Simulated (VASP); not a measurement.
# AlN (P6_3mc) in VASP: further runs

Runs on AlN. Level: PBEsol. Tasks: single point.

Everything below comes from runs of VASP 6.6.1. Logs are shortened: lines on timing, memory, paths and dates and some standing lists are left out, and cuts for length are marked.

### Step 1. The cell of the first run

Symmetry: P6_3mc, No. 186, hexagonal system. The conventional cell has a = 3.047 Å, b = 3.047 Å, c = 4.876 Å, α = 90.00°, β = 90.00°, γ = 120.00°. Within 2.5 Å of Al (site symmetry 3m) lie 4 N at 1.85 to 1.88 Å. N (site symmetry 3m) has 4 Al at 1.85 to 1.88 Å within 2.5 Å.

### Step 2. Single point, PBEsol (volume scaled by 0.94)

Input file INCAR:

```
  ALGO = Normal
  EDIFF = 1E-6
  ENCUT = 520
  GGA = PS
  ISIF = 2
  ISMEAR = -1
  LASPH = T
  LCHARG = T
  LELF = T
  LREAL = F
  LVHAR = T
  LWAVE = F
  NBANDS = 16
  NELM = 100
  PREC = Accurate
  SIGMA = 0.03
```

Input file KPOINTS:

```
k-points
0
Gamma
  10 10 6
```

Input file POSCAR:

```
AlN
1.0
    3.0474944919      0.0000000000      0.0000000000
   -1.5237472460      2.6392076479      0.0000000000
    0.0000000000      0.0000000000      4.8763796492
Al N
2 2
Direct
    0.3333333333      0.6666666667      0.0000000000
    0.6666666667      0.3333333333      0.5000000000
    0.3333333333      0.6666666667      0.3850000000
    0.6666666667      0.3333333333      0.8850000000
```

Potentials or basis: VASP PAW PBE potentials, release 64 (Al, N).

On the command line:

```sh
> cat potpaw_PBE.64/Al/POTCAR potpaw_PBE.64/N/POTCAR > POTCAR
> mpirun -np 1 vasp_std > vasp.out
```

OUTCAR:

```text
EDIFF = 1E-6
   ENCUT = 520
   GGA = PS
   ISIF = 2
   ISMEAR = -1
   LASPH = T
   LREAL = F
   NELM = 100
   PREC = Accurate

 ion  position               nearest neighbor table
   1  0.333  0.667  0.000-   4 1.85   4 1.85   4 1.85   3 1.88   2 3.01   2 3.01   2 3.01   2 3.01
                             2 3.01   2 3.01
   2  0.667  0.333  0.500-   3 1.85   3 1.85   3 1.85   4 1.88   1 3.01   1 3.01   1 3.01   1 3.01
                             1 3.01   1 3.01
   3  0.333  0.667  0.385-   2 1.85   2 1.85   2 1.85   1 1.88
   4  0.667  0.333  0.885-   1 1.85   1 1.85   1 1.85   2 1.88

  LATTYP: Found a hexagonal cell.
 ALAT       =     3.0474944919
 C/A-ratio  =     1.6001274694

  Lattice vectors:

 A1 = (   3.0474944919,   0.0000000000,   0.0000000000)
 A2 = (  -1.5237472460,   2.6392076479,   0.0000000000)
 A3 = (   0.0000000000,   0.0000000000,   4.8763796492)

Analysis of symmetry for initial positions (statically):
=====================================================================
 Subroutine PRICEL returns:
 Original cell was already a primitive cell.

 Routine SETGRP: Setting up the symmetry group for a
 hexagonal supercell.

 Subroutine GETGRP returns: Found 12 space group operations
 (whereof  6 operations were pure point group operations)
 out of a pool of 24 trial point group operations.

The static configuration has the point symmetry C_3v.
 The point group associated with its full space group is C_6v.

Analysis of symmetry for dynamics (positions and initial velocities):
=====================================================================
 Subroutine PRICEL returns:
 Original cell was already a primitive cell.

 Routine SETGRP: Setting up the symmetry group for a
 hexagonal supercell.

 Subroutine GETGRP returns: Found 12 space group operations
 (whereof  6 operations were pure point group operations)
 out of a pool of 24 trial point group operations.

The dynamic configuration has the point symmetry C_3v.
 The point group associated with its full space group is C_6v.

 Subroutine INISYM returns: Found 12 space group operations
 (whereof  6 operations are pure point group operations),
 and found     1 'primitive' translations

[... 91 lines left out ...]
   ICHARG =      2    charge: 1-file 2-atom 10-const
   ISPIN  =      1    spin polarized calculation?
   LNONCOLLINEAR =      F non collinear calculations
   LSORBIT =      F    spin-orbit coupling
   LASPH  =      T    aspherical Exc in radial PAW
   ENCUT  =  520.0 eV  38.22 Ry    6.18 a.u.   5.67  5.67  9.07*2*pi/ulx,y,z
   NELM   =    100;   NELMIN=  2; NELMDL= -5     # of ELM steps
   EDIFF  = 0.1E-05   stopping-criterion for ELM
   LREAL  =      F    real-space projection
   EDIFFG = 0.1E-04   stopping-criterion for IOM
   NSW    =      0    number of steps for IOM
   IBRION =     -1    ionic relax: 0-MD 1-quasi-New 2-CG
   NFREE  =      0    steps in history (QN), initial steepest desc. (CG)
   ISIF   =      2    stress and relaxation
   ISYM   =      2    0-nonsym 1-usesym 2-fastsym
   POTIM  = 0.5000    time-step for ionic-motion
   TEBEG  =    0.0;   TEEND  =   0.0 temperature during run
   PSTRESS=    0.0 pullay stress
   NELECT =      16.0000    total number of electrons
   NUPDOWN=      -1.0000    fix difference up-down
   EMIN   =  10.00;   EMAX   =-10.00  energy-range for DOS
   EFERMI =   0.00;   METHOD = LEGACY
   ISMEAR =    -1;   SIGMA  =   0.03  broadening in eV -4-tet -1-fermi 0-gaus
   EFERMI_NEDOS =   21; number of points for ismear=-14 and -15
   IALGO  =     38    algorithm
   IMIX   =      4    mixing-type and parameters
     AMIX     =   0.40;   BMIX     =  1.00
     AMIX_MAG =   1.60;   BMIX_MAG =  1.00
  volume/ion in A,a.u.               =       9.81        66.17
  Fermi-wavevector in a.u.,A,eV,Ry     =   1.214163  2.294434 20.057581  1.474191
  Thomas-Fermi vector in A             =   2.349591
   LORBIT       =      0    0 simple, 1 ext, 2 COOP (PROOUT), +10 PAW based schemes
   GGA     = PS    functional components
   LHFCALC =     F    Hartree Fock is set to
   AEXX    =    0.0000 exact exchange contribution
   IVDW    =     0    specifies the selected vdW correction
   LEPSILON=     F    determine dielectric tensor
   LRPA    =     F    only Hartree local field effects (RPA)
 non-spin polarized calculation
  energy-cutoff  :      520.00
  volume of cell :       39.22
 maximum number of plane-waves:      1087
 NGX is ok and might be reduce to    24
   NGX = 11   NGY = 11   NGZ = 19

 number of electron      15.9999998 magnetization

 Free energy of the ion-electron system (eV)
  ---------------------------------------------------
  ext. energy  EPLUGINS =         0.00000000
  ---------------------------------------------------
  free energy    TOTEN  =       -31.19340196 eV

  energy without entropy =      -31.19340196  energy(sigma->0) =      -31.19340196

 E-fermi :   7.2804     XC(G=0): -11.3853

 val. band max:        6.7400304521   @ k =   0.0000   0.0000   0.0000
 cond. band min:      11.3820450910   @ k =   0.0000   0.0000   0.0000
 fundamental gap:      4.6420146389
 Fermi energy:         7.2804397898

 k-point     1 :       0.0000    0.0000    0.0000
  band No.  band energies     occupation
      1      -8.8733      2.00000
      2      -6.4848      2.00000
      3       0.3526      2.00000
      4       5.7606      2.00000
      5       5.7606      2.00000
      6       6.4302      2.00000
[... 433 lines left out ...]
      3       0.9738      2.00000
      4       2.0765      2.00000
      5       3.4556      2.00000
      6       4.2725      2.00000
[... 8 lines left out ...]
     15      19.7273      0.00000
     16      22.2309      0.00000

 [... further k-points ...]
[... 5 lines left out ...]
  --------------------------------------------------------------------------------------
  -------------------------------------------------------------------------------------
  Total        3.9362090      3.9362090      3.0019868     -0.0000000      0.0000000     -0.0000000
  in kB      160.7958133    160.7958133    122.6324364     -0.0000000      0.0000000     -0.0000000
  external PRESSURE =     148.0746877 kB  Pullay stress =       0.0000000 kB

 VOLUME and BASIS-vectors are now :
 -----------------------------------------------------------------------------
  energy-cutoff  :      520.00
  volume of cell :       39.22
      direct lattice vectors                 reciprocal lattice vectors
     3.047494492  0.000000000  0.000000000     0.328138411  0.189450800  0.000000000
    -1.523747246  2.639207648  0.000000000     0.000000000  0.378901600  0.000000000
     0.000000000  0.000000000  4.876379649     0.000000000  0.000000000  0.205070169

 POSITION                                       TOTAL-FORCE (eV/Angst)
 -----------------------------------------------------------------------------------
     -0.00000      1.75947      0.00000         0.000000     -0.000000      0.181476
      1.52375      0.87974      2.43819         0.000000      0.000000      0.181476
     -0.00000      1.75947      1.87741        -0.000000     -0.000000     -0.181476
      1.52375      0.87974      4.31560         0.000000      0.000000     -0.181476
 -----------------------------------------------------------------------------------
    total drift:                               -0.000000      0.000000      0.000193

  FREE ENERGIE OF THE ION-ELECTRON SYSTEM (eV)
  ---------------------------------------------------
  free  energy   TOTEN  =       -31.1934019560 eV

  energy  without entropy=      -31.1934019559  energy(sigma->0) =      -31.19340196
```

OSZICAR:

```text
N       E                     dE             d eps       ncg     rms          rms(c)
DAV:   1     0.404158581621E+02    0.40416E+02   -0.73400E+03  1792   0.897E+02
DAV:   2    -0.326417248659E+02   -0.73058E+02   -0.67875E+02  2488   0.192E+02
DAV:   3    -0.358915204862E+02   -0.32498E+01   -0.32432E+01  2240   0.422E+01
DAV:   4    -0.359099440096E+02   -0.18424E-01   -0.18423E-01  2216   0.354E+00
DAV:   5    -0.359101762091E+02   -0.23220E-03   -0.23220E-03  2248   0.401E-01    0.122E+01
DAV:   6    -0.312595808183E+02    0.46506E+01   -0.95953E+00  2120   0.228E+01    0.438E+00
DAV:   7    -0.312306882118E+02    0.28893E-01   -0.68783E-01  2016   0.580E+00    0.299E+00
DAV:   8    -0.311976021407E+02    0.33086E-01   -0.67108E-02  1992   0.217E+00    0.508E-01
DAV:   9    -0.311931474944E+02    0.44546E-02   -0.11769E-02  2344   0.811E-01    0.238E-01
DAV:  10    -0.311934666182E+02   -0.31912E-03   -0.12119E-03  1968   0.229E-01    0.138E-01
DAV:  11    -0.311934027801E+02    0.63838E-04   -0.10721E-04  2168   0.767E-02    0.285E-02
DAV:  12    -0.311934019560E+02    0.82411E-06   -0.50443E-06  2088   0.192E-02
   1 F= -.31193402E+02 E0= -.31193402E+02  d E =-.544965E-10
```

stdout:

```text
POSCAR found type information on POSCAR AlN
 POSCAR found :  2 types and       4 ions
 scaLAPACK will be used
 -----------------------------------------------------------------------------
|                                                                             |
|                                                                             |
|     You enforced a specific xc type in the INCAR file but a different       |
|     I HOPE YOU KNOW WHAT YOU ARE DOING!                                     |
|                                                                             |
 -----------------------------------------------------------------------------

 LDA part: xc-table for (Slater+PW92), standard interpolation
 POSCAR, INCAR and KPOINTS ok, starting setup
 FFT: planning ... GRIDC
 FFT: planning ... GRID_SOFT
 FFT: planning ... GRID
 WAVECAR not read
 entering main loop
```

Run time: 23 s. Hardware: 1 thread of Intel Xeon Platinum 8259CL at 2.50GHz (Skylake/Cascade Lake), shared host; peak memory 0.16 GiB.

What came out:

- Free energy: -31.1934 eV
- Pressure: 14.8 GPa
- Largest force: 0.181 eV/Å
- Band gap on the k mesh: 4.64 eV, direct

Forces in eV/Å, atoms in the order of the input:
```
Al   0.000  0.000  0.181
Al   0.000  0.000  0.181
N    0.000  0.000 -0.181
N    0.000  0.000 -0.181
```

Caveat: the PAW data sets were made with another functional, which shifts forces and pressure a little. A k mesh can miss the band edges.

[end of part 1 of 3]
